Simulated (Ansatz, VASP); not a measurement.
Al: VASP beside Ansatz

Contents of INCAR:

```
ALGO = Normal
EDIFF = 1E-8
ENCUT = 520
GGA = CA
ISIF = 2
ISMEAR = -1
LASPH = T
LCHARG = F
LEFG = T
LREAL = F
LWAVE = F
NBANDS = 8
NELM = 60
PREC = Accurate
SIGMA = 0.03
```

KPOINTS

```
k-points
0
Gamma
  17 17 17
```

POSCAR

```
Al
1.0
   -0.0404796000      2.0037402000      2.0037402000
    2.0037402000     -0.0404796000      2.0037402000
    2.0037402000      2.0037402000     -0.0404796000
Al
1
Direct
    0.0000000000      0.0000000000      0.0000000000
```

Input for Ansatz:

```yaml
crystal:
  lattice:
    - [-0.0404796, 2.0037402, 2.0037402]
    - [2.0037402, -0.0404796, 2.0037402]
    - [2.0037402, 2.0037402, -0.0404796]
  atoms:
    - { symbol: Al, position: [0.0, 0.0, 0.0] }
kpoints:
  mp_grid: { grid: [17, 17, 17] }
scf:
  occupations: { method: fermi_dirac, width: 0.03 }
hamiltonian:
  xc: lda
  pseudopotentials: { kind: all_electron, datasets: crystal }
output:
  forces: true
  stress: true
  eigenvalues: true
  efg: { contact_densities: true }
```

Change from the starting cell: equal xy, yz and zx shear strains of -2 %, crystal datasets.

Alike in both runs: task electric field gradients; functional LDA; k mesh 17 × 17 × 17; occupations fermi-dirac, width 0.03 eV; no spin polarisation.

|  | VASP | Ansatz |
| --- | --- | --- |
| version | VASP 6.6.1 | Ansatz 0.2.0 |
| potentials or method | VASP PAW LDA potentials, release 64 (Al), cutoff 520 eV | all-electron PAW with datasets made for the crystal, scalar-relativistic |

VASP gave:

| Quantity | Value |
| --- | --- |
| pressure (GPa) | -3.5 |
| traceless stress, the component that is largest in VASP (GPa) | 0.72 |
| size of Vzz on the site where it differs most (V/Å²) | 3.7 |

Q: Which values does Ansatz return?

A: Pressure (GPa): -3.6; traceless stress, the component that is largest in VASP (GPa): 0.72; size of Vzz on the site where it differs most (V/Å²): 3.5.

LDA's correlation is that of Perdew and Zunger in VASP and of Perdew and Wang (1992) in Ansatz. Ansatz ran all-electron here, and VASP with PAW potentials.
